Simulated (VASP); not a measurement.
# NaTa3O3 (Pm-3m) in VASP: further runs

The runs below take NaTa3O3 through single point, relaxation of cell and atoms, with PBE.

Program: VASP 6.6.1. These are calculated values, not measurements. Logs are shortened: lines on timing, memory, paths and dates and some standing lists are left out, and cuts for length are marked.

## Step 1: The cell of the first run

The structure is cubic, space group Pm-3m (No. 221). The conventional cell has a = 4.367 Å, b = 4.367 Å, c = 4.367 Å, α = 90.00°, β = 90.00°, γ = 90.00°. Within 2.9 Å of Na (site symmetry m-3m) lie 6 O at 2.18 Å. Ta (site symmetry 4/mmm) has 4 O at 2.18 Å within 2.9 Å. Within 2.9 Å of O (site symmetry 4/mmm) lie 2 Na at 2.18 Å and 4 Ta at 2.18 Å.

The cell was built from a structure type or drawn by symmetry, and may not be a known phase.

## Step 2: Single point, PBE

INCAR

```
PREC     = Accurate       # precision mode
ENCUT    = 520            # plane-wave cutoff, eV
EDIFF    = 1E-6           # SCF threshold, eV
ISMEAR   = 0              # smearing method
SIGMA    = 0.2            # smearing width, eV
LREAL    = F              # projectors in reciprocal space
LASPH    = T              # aspherical terms in the spheres
NELM     = 60             # most SCF steps
ALGO     = Normal         # electronic algorithm
ISIF     = 2              # what is computed and relaxed
LWAVE    = F              # write WAVECAR
LCHARG   = F              # write CHGCAR
GGA      = PE             # functional
NBANDS   = 38             # bands
```

KPOINTS

```
regular mesh
0
Gamma
  4 4 4
```

POSCAR

```
NaTa3O3
1.0
    4.3673825056      0.0000000000      0.0000000000
    0.0000000000      4.3673825056      0.0000000000
    0.0000000000      0.0000000000      4.3673825056
Na Ta O
1 3 3
Direct
    0.5000000000      0.5000000000      0.5000000000
    0.0000000000      0.5000000000      0.0000000000
    0.0000000000      0.0000000000      0.5000000000
    0.5000000000      0.0000000000      0.0000000000
    0.5000000000      0.0000000000      0.5000000000
    0.5000000000      0.5000000000      0.0000000000
    0.0000000000      0.5000000000      0.5000000000
```

Potentials or basis: VASP PAW PBE potentials, release 64 (Na_pv, Ta_pv, O).

The run is started by

```sh
> cat potpaw_PBE.64/Na_pv/POTCAR potpaw_PBE.64/Ta_pv/POTCAR potpaw_PBE.64/O/POTCAR > POTCAR
> mpirun -np 1 vasp_std > vasp.out
```

OUTCAR:

```text
PREC = Accurate
   ENCUT = 520
   EDIFF = 1E-6
   ISMEAR = 0
   LREAL = F
   LASPH = T
   NELM = 60
   ISIF = 2
   GGA = PE

 ion  position               nearest neighbor table
   1  0.500  0.500  0.500-   5 2.18   6 2.18   7 2.18   6 2.18   5 2.18   7 2.18   2 3.09   4 3.09
                             2 3.09   3 3.09   4 3.09   3 3.09   4 3.09   2 3.09   3 3.09   4 3.09
   2  0.000  0.500  0.000-   6 2.18   7 2.18   7 2.18   6 2.18   3 3.09   1 3.09   3 3.09   4 3.09
                             3 3.09   4 3.09   3 3.09   1 3.09   4 3.09   1 3.09   1 3.09   4 3.09
   3  0.000  0.000  0.500-   5 2.18   7 2.18   7 2.18   5 2.18   2 3.09   2 3.09   4 3.09   1 3.09
                             2 3.09   4 3.09   2 3.09   1 3.09   4 3.09   1 3.09   4 3.09   1 3.09
   4  0.500  0.000  0.000-   5 2.18   6 2.18   5 2.18   6 2.18   2 3.09   1 3.09   3 3.09   3 3.09
                             1 3.09   2 3.09   1 3.09   1 3.09   2 3.09   3 3.09   3 3.09   2 3.09
   5  0.500  0.000  0.500-   1 2.18   3 2.18   4 2.18   4 2.18   1 2.18   3 2.18
   6  0.500  0.500  0.000-   1 2.18   2 2.18   4 2.18   1 2.18   4 2.18   2 2.18
   7  0.000  0.500  0.500-   1 2.18   2 2.18   3 2.18   2 2.18   3 2.18   1 2.18

  LATTYP: Found a simple cubic cell.
 ALAT       =     4.3673825056

  Lattice vectors:

 A1 = (   4.3673825056,   0.0000000000,   0.0000000000)
 A2 = (   0.0000000000,   4.3673825056,   0.0000000000)
 A3 = (   0.0000000000,   0.0000000000,   4.3673825056)

Analysis of symmetry for initial positions (statically):
=====================================================================
 Subroutine PRICEL returns:
 Original cell was already a primitive cell.

 Routine SETGRP: Setting up the symmetry group for a
 simple cubic supercell.

 Subroutine GETGRP returns: Found 48 space group operations
 (whereof 48 operations were pure point group operations)
 out of a pool of 48 trial point group operations.

The static configuration has the point symmetry O_h .

Analysis of symmetry for dynamics (positions and initial velocities):
=====================================================================
 Subroutine PRICEL returns:
 Original cell was already a primitive cell.

 Routine SETGRP: Setting up the symmetry group for a
 simple cubic supercell.

 Subroutine GETGRP returns: Found 48 space group operations
 (whereof 48 operations were pure point group operations)
 out of a pool of 48 trial point group operations.

The dynamic configuration has the point symmetry O_h .

 Subroutine INISYM returns: Found 48 space group operations
 (whereof 48 operations are pure point group operations),
 and found     1 'primitive' translations

----------------------------------------------------------------------------------------

                                     Primitive cell

  volume of cell :      83.3036

  direct lattice vectors                    reciprocal lattice vectors
     4.367382506  0.000000000  0.000000000     0.228970098  0.000000000  0.000000000
     0.000000000  4.367382506  0.000000000     0.000000000  0.228970098  0.000000000
     0.000000000  0.000000000  4.367382506     0.000000000  0.000000000  0.228970098

  length of vectors
     4.367382506  4.367382506  4.367382506     0.228970098  0.228970098  0.228970098

  position of ions in fractional coordinates (direct lattice)
     0.500000000  0.500000000  0.500000000
     0.000000000  0.500000000  0.000000000
     0.000000000  0.000000000  0.500000000
     0.500000000  0.000000000  0.000000000
     0.500000000  0.000000000  0.500000000
     0.500000000  0.500000000  0.000000000
     0.000000000  0.500000000  0.500000000

  ion indices of the primitive-cell ions
   primitive index   ion index
                 1           1
                 2           2
                 3           3
                 4           4
                 5           5
                 6           6
                 7           7

----------------------------------------------------------------------------------------

 KPOINTS: regular mesh

Automatic generation of k-mesh.
 Grid dimensions read from file:
 generate k-points for:    4    4    4

 Generating k-lattice:

  Cartesian coordinates                     Fractional coordinates (reciprocal lattice)
     0.057242524  0.000000000  0.000000000     0.250000000  0.000000000  0.000000000
     0.000000000  0.057242524  0.000000000     0.000000000  0.250000000  0.000000000
     0.000000000  0.000000000  0.057242524     0.000000000  0.000000000  0.250000000

  Length of vectors
     0.057242524  0.057242524  0.057242524

  Shift w.r.t. Gamma in fractional coordinates (k-lattice)
     0.000000000  0.000000000  0.000000000

 Subroutine IBZKPT returns following result:
 ===========================================

 Found     10 irreducible k-points:

 Following reciprocal coordinates:
            Coordinates               Weight
  0.000000  0.000000  0.000000      1.000000
  0.250000  0.000000  0.000000      6.000000
  0.500000  0.000000  0.000000      3.000000
  0.250000  0.250000  0.000000     12.000000
  0.500000  0.250000  0.000000     12.000000
  0.500000  0.500000  0.000000      3.000000
  0.250000  0.250000  0.250000      8.000000
  0.500000  0.250000  0.250000     12.000000
  0.500000  0.500000  0.250000      6.000000
  0.500000  0.500000  0.500000      1.000000
   k-points           NKPTS =     10   k-points in BZ     NKDIM =     10   number of bands    NBANDS=     38
   number of dos      NEDOS =    301   number of ions     NIONS =      7
   total plane-waves  NPLWV =  32768
   dimension x,y,z NGX =    32 NGY =   32 NGZ =   32
   dimension x,y,z NGXF=    64 NGYF=   64 NGZF=   64
   ions per type =               1   3   3
   NGX,Y,Z   is equivalent  to a cutoff of  12.18, 12.18, 12.18 a.u.
   NGXF,Y,Z  is equivalent  to a cutoff of  24.36, 24.36, 24.36 a.u.
 SYSTEM =  unknown system
   PREC   = accura    normal or accurate (medium, high low for compatibility)
   ISTART =      0    job   : 0-new  1-cont  2-samecut
   ICHARG =      2    charge: 1-file 2-atom 10-const
   ISPIN  =      1    spin polarized calculation?
   LNONCOLLINEAR =      F non collinear calculations
   LSORBIT =      F    spin-orbit coupling
   LASPH  =      T    aspherical Exc in radial PAW
   ENCUT  =  520.0 eV  38.22 Ry    6.18 a.u.   8.12  8.12  8.12*2*pi/ulx,y,z
   NELM   =     60;   NELMIN=  2; NELMDL= -5     # of ELM steps
   EDIFF  = 0.1E-05   stopping-criterion for ELM
   LREAL  =      F    real-space projection
   EDIFFG = 0.1E-04   stopping-criterion for IOM
   NSW    =      0    number of steps for IOM
   IBRION =     -1    ionic relax: 0-MD 1-quasi-New 2-CG
   NFREE  =      0    steps in history (QN), initial steepest desc. (CG)
   ISIF   =      2    stress and relaxation
   ISYM   =      2    0-nonsym 1-usesym 2-fastsym
   POTIM  = 0.5000    time-step for ionic-motion
   TEBEG  =    0.0;   TEEND  =   0.0 temperature during run
   PSTRESS=    0.0 pullay stress
   NELECT =      58.0000    total number of electrons
   NUPDOWN=      -1.0000    fix difference up-down
   EMIN   =  10.00;   EMAX   =-10.00  energy-range for DOS
   EFERMI =   0.00;   METHOD = LEGACY
   ISMEAR =     0;   SIGMA  =   0.20  broadening in eV -4-tet -1-fermi 0-gaus
   EFERMI_NEDOS =   21; number of points for ismear=-14 and -15
   IALGO  =     38    algorithm
   IMIX   =      4    mixing-type and parameters
     AMIX     =   0.40;   BMIX     =  1.00
     AMIX_MAG =   1.60;   BMIX_MAG =  1.00
  volume/ion in A,a.u.               =      11.90        80.31
  Fermi-wavevector in a.u.,A,eV,Ry     =   1.450985  2.741964 28.645129  2.105358
  Thomas-Fermi vector in A             =   2.568534
   LORBIT       =      0    0 simple, 1 ext, 2 COOP (PROOUT), +10 PAW based schemes
   GGA     = PE    functional components
   LHFCALC =     F    Hartree Fock is set to
   AEXX    =    0.0000 exact exchange contribution
   IVDW    =     0    specifies the selected vdW correction
   LEPSILON=     F    determine dielectric tensor
   LRPA    =     F    only Hartree local field effects (RPA)
 non-spin polarized calculation
 Gauss-broadening in eV      SIGMA  =   0.20
  energy-cutoff  :      520.00
  volume of cell :       83.30
 maximum number of plane-waves:      2272
   NGX = 17   NGY = 17   NGZ = 17

 number of electron      58.0000000 magnetization

 Free energy of the ion-electron system (eV)
  ---------------------------------------------------
  ext. energy  EPLUGINS =         0.00000000
  ---------------------------------------------------
  free energy    TOTEN  =       -61.70513672 eV

  energy without entropy =      -61.60036739  energy(sigma->0) =      -61.65275206

 E-fermi :   7.4335     XC(G=0): -12.3898

 val. band max:        7.4283618352   @ k =   0.2500   0.2500   0.0000
 cond. band min:       7.4741321251   @ k =   0.0000   0.0000   0.0000
 fundamental gap:      0.0457702899
 Fermi energy:         7.4334762370

 k-point     1 :       0.0000    0.0000    0.0000
  band No.  band energies     occupation
      1     -28.5716      2.00000
      2     -28.5716      2.00000
      3     -28.5716      2.00000
      4     -28.4096      2.00000
      5     -28.4096      2.00000
      6     -28.4096      2.00000
[... 30 lines left out ...]
     37      10.4829      0.00000
     38      11.7843      0.00000

 k-point     2 :       0.2500    0.0000    0.0000
  band No.  band energies     occupation
      1     -28.5576      2.00000
      2     -28.5413      2.00000
      3     -28.5413      2.00000
      4     -28.4324      2.00000
      5     -28.4227      2.00000
      6     -28.4227      2.00000
[... 30 lines left out ...]
     37      10.0074      0.00000
     38      10.2337      0.00000
[... 285 lines left out ...]
     37      11.5248      0.00000
     38      11.5248      0.00000

 k-point    10 :       0.5000    0.5000    0.5000
  band No.  band energies     occupation
      1     -28.7779      2.00000
      2     -28.7779      2.00000
      3     -28.7779      2.00000
      4     -28.2158      2.00000
      5     -28.2014      2.00000
      6     -28.2014      2.00000
[... 30 lines left out ...]
     37      11.8249      0.00000
     38      11.8402      0.00000

------------------------ aborting loop because EDIFF is reached ----------------------------------------

  FORCE on cell =-STRESS in cart. coord.  units (eV):
  Direction    XX          YY          ZZ          XY          YZ          ZX
  --------------------------------------------------------------------------------------
  -------------------------------------------------------------------------------------
  Total        0.1422201      0.1422201      0.1422201      0.0000000     -0.0000000      0.0000000
  in kB        2.7353182      2.7353182      2.7353182      0.0000000     -0.0000000      0.0000000
  external PRESSURE =       2.7353182 kB  Pullay stress =       0.0000000 kB

 VOLUME and BASIS-vectors are now :
 -----------------------------------------------------------------------------
  energy-cutoff  :      520.00
  volume of cell :       83.30
      direct lattice vectors                 reciprocal lattice vectors
     4.367382506  0.000000000  0.000000000     0.228970098  0.000000000  0.000000000
     0.000000000  4.367382506  0.000000000     0.000000000  0.228970098  0.000000000
     0.000000000  0.000000000  4.367382506     0.000000000  0.000000000  0.228970098

 POSITION                                       TOTAL-FORCE (eV/Angst)
 -----------------------------------------------------------------------------------
      2.18369      2.18369      2.18369         0.000000      0.000000      0.000000
      0.00000      2.18369      0.00000         0.000000      0.000000      0.000000
      0.00000      0.00000      2.18369         0.000000      0.000000      0.000000
      2.18369      0.00000      0.00000         0.000000      0.000000      0.000000
      2.18369      0.00000      2.18369         0.000000      0.000000      0.000000
      2.18369      2.18369      0.00000         0.000000      0.000000      0.000000
      0.00000      2.18369      2.18369         0.000000      0.000000      0.000000
 -----------------------------------------------------------------------------------
    total drift:                                0.000000      0.000000      0.000000

  FREE ENERGIE OF THE ION-ELECTRON SYSTEM (eV)
  ---------------------------------------------------
  free  energy   TOTEN  =       -61.7051367204 eV

  energy  without entropy=      -61.6003673903  energy(sigma->0) =      -61.65275206
```

Wall time 16 s (1 thread of AMD EPYC 9R45 (Zen 5), shared host); peak memory 0.16 GiB.

Results:

```
Free energy            : -61.7051 eV
Pressure               : 0.3 GPa
Band gap on the k mesh : zero (bands 29 and 30 overlap by 1.64 eV)
```

Levels at points of the mesh, in eV from the Fermi level:
```csv
k point,band 25,band 26,band 27,band 28,band 29,band 30,band 31,band 32
"(0.00, 0.00, 0.00)",-5.68,-3.60,-3.60,-3.60,0.04,0.04,0.04,1.16
"(0.50, 0.00, 0.00)",-4.32,-2.99,-1.09,-1.09,-1.09,-0.28,-0.11,-0.11
"(0.50, 0.50, 0.00)",-2.63,-2.42,-1.74,-1.74,0.31,0.77,0.77,1.13
"(0.50, 0.50, 0.50)",-2.42,-2.42,-2.42,-0.43,1.36,2.17,2.17,2.43
```

Caveat: spin-orbit coupling is left out, which moves the levels of the heavy elements.

## Step 3: Single point, PBE

This run uses another cell than the first one, of 11.87 Å³/atom.

INCAR

```
  PREC = Accurate
  ENCUT = 520
  EDIFF = 1E-6
  ISMEAR = 0
  SIGMA = 0.1
  LREAL = F
  LASPH = T
  NELM = 60
  ALGO = Normal
  ISIF = 2
  LWAVE = F
  LCHARG = F
  GGA = PE
  NBANDS = 38
```

KPOINTS

```
regular mesh
0
Gamma
  8 8 8
```

Changes to POSCAR since step 2:

```diff
@@ -2,5 +2,5 @@
 1.0
-    4.3673825056      0.0000000000      0.0000000000
-    0.0000000000      4.3673825056      0.0000000000
-    0.0000000000      0.0000000000      4.3673825056
+    4.3635792446      0.0000000000      0.0000000000
+    0.0000000000      4.3635792446      0.0000000000
+    0.0000000000      0.0000000000      4.3635792446
 Na Ta O
```

Potentials or basis: VASP PAW PBE potentials, release 64 (Na_pv, Ta_pv, O).

The run is started by

```sh
> cat potpaw_PBE.64/Na_pv/POTCAR potpaw_PBE.64/Ta_pv/POTCAR potpaw_PBE.64/O/POTCAR > POTCAR
> mpirun -np 1 vasp_std > vasp.out
```

Run time: 47 s. Hardware: 1 thread of AMD EPYC 9R45 (Zen 5), shared host; peak memory 0.2 GiB.

It converged, with:

```yaml
Free_energy: -61.7724 eV
Pressure: 0.4 GPa
Band_gap_on_the_k_mesh: zero (bands 29 and 30 overlap by 2.13 eV)
```

Levels at points of the mesh, in eV from the Fermi level:
```
           k point  band 25  band 26  band 27  band 28  band 29  band 30  band 31  band 32  band 33  band 34
(0.00, 0.00, 0.00)    -5.69    -3.58    -3.58    -3.58     0.06     0.06     0.06     1.19     1.59     1.59
(0.50, 0.00, 0.00)    -4.28    -2.96    -1.08    -1.06    -1.06    -0.23    -0.09    -0.09     1.96     1.96
(0.50, 0.50, 0.00)    -2.59    -2.39    -1.70    -1.70     0.33     0.80     0.80     1.15     1.31     1.74
(0.50, 0.50, 0.50)    -2.39    -2.39    -2.39    -0.38     1.38     2.20     2.20     2.48     2.48     2.48
```

Caveat: spin-orbit coupling is left out, which moves the levels of the heavy elements.

## Step 4: Relaxation of cell and atoms, PBE

This run uses another cell than the first one, of 12.19 Å³/atom.

INCAR

```
PREC = Accurate
ENCUT = 600
EDIFF = 1E-6
ISMEAR = 0
SIGMA = 0.2
LREAL = F
LASPH = T
NELM = 100
ALGO = Normal
ISIF = 3
LWAVE = F
LCHARG = F
GGA = PE
IBRION = 2
NSW = 36
EDIFFG = -0.08
```

KPOINTS

```
Automatic mesh
0
Gamma
  4 4 4
```

Changes to POSCAR since step 3:

```diff
@@ -2,5 +2,5 @@
 1.0
-    4.3635792446      0.0000000000      0.0000000000
-    0.0000000000      4.3635792446      0.0000000000
-    0.0000000000      0.0000000000      4.3635792446
+    4.4027923400      0.0000000000      0.0000000000
+    0.0000000000      4.4027923400      0.0000000000
+    0.0000000000      0.0000000000      4.4027923400
 Na Ta O
```

The run is started by

```sh
> cat potpaw_PBE.64/Na_pv/POTCAR potpaw_PBE.64/Ta_pv/POTCAR potpaw_PBE.64/O/POTCAR > POTCAR
> mpirun -np 1 vasp_std > vasp.out
```

Wall time 50 s (1 thread of AMD EPYC 9R45 (Zen 5), shared host); peak memory 0.2 GiB.

The run converged. Its results:

- Free energy: -61.7177 eV
- Relaxed volume: 11.91 Å³/atom
- Relaxed cell: a = 4.368 Å, b = 4.368 Å, c = 4.368 Å, α = 90.00°, β = 90.00°, γ = 90.00°
- Space group after relaxing (to 0.1 Å): Pm-3m (No. 221)
- Energy gained by relaxing: 4.5 meV/atom
- Ionic steps: 3
- Pressure after relaxing: 0.0 GPa
- Band gap on the k mesh: zero (bands 29 and 30 overlap by 1.64 eV)

The path:
```
step  energy change (eV)  largest force (eV/Å)  pressure (GPa)  volume (Å³)
   1              0.0000                0.0000           -4.97        85.35
   2              0.0273                0.0000            7.53        80.76
   3             -0.0317                0.0000           -0.03        83.36
```

Final structure:
```yaml
crystal:
  lattice:
    - [4.36840, 0.00000, 0.00000]
    - [0.00000, 4.36840, 0.00000]
    - [0.00000, 0.00000, 4.36840]
  atoms:
    - { symbol: Na, position: [0.50000, 0.50000, 0.50000] }
    - { symbol: Ta, position: [0.00000, 0.50000, 0.00000] }
    - { symbol: Ta, position: [0.00000, 0.00000, 0.50000] }
    - { symbol: Ta, position: [0.50000, 0.00000, 0.00000] }
    - { symbol: O, position: [0.50000, 0.00000, 0.50000] }
    - { symbol: O, position: [0.50000, 0.50000, 0.00000] }
    - { symbol: O, position: [0.00000, 0.50000, 0.50000] }
```

Levels at points of the mesh, in eV from the Fermi level:
```tsv
k point	band 25	band 26	band 27	band 28	band 29	band 30	band 31	band 32
(0.00, 0.00, 0.00)	-5.68	-3.60	-3.60	-3.60	0.04	0.04	0.04	1.15
(0.50, 0.00, 0.00)	-4.32	-2.98	-1.09	-1.09	-1.09	-0.28	-0.11	-0.11
(0.50, 0.50, 0.00)	-2.63	-2.42	-1.74	-1.74	0.31	0.77	0.77	1.13
(0.50, 0.50, 0.50)	-2.42	-2.42	-2.42	-0.43	1.36	2.17	2.17	2.43
```

Caveat: spin-orbit coupling is left out, which moves the levels of the heavy elements.

(Part 1 of 2 ends here.)
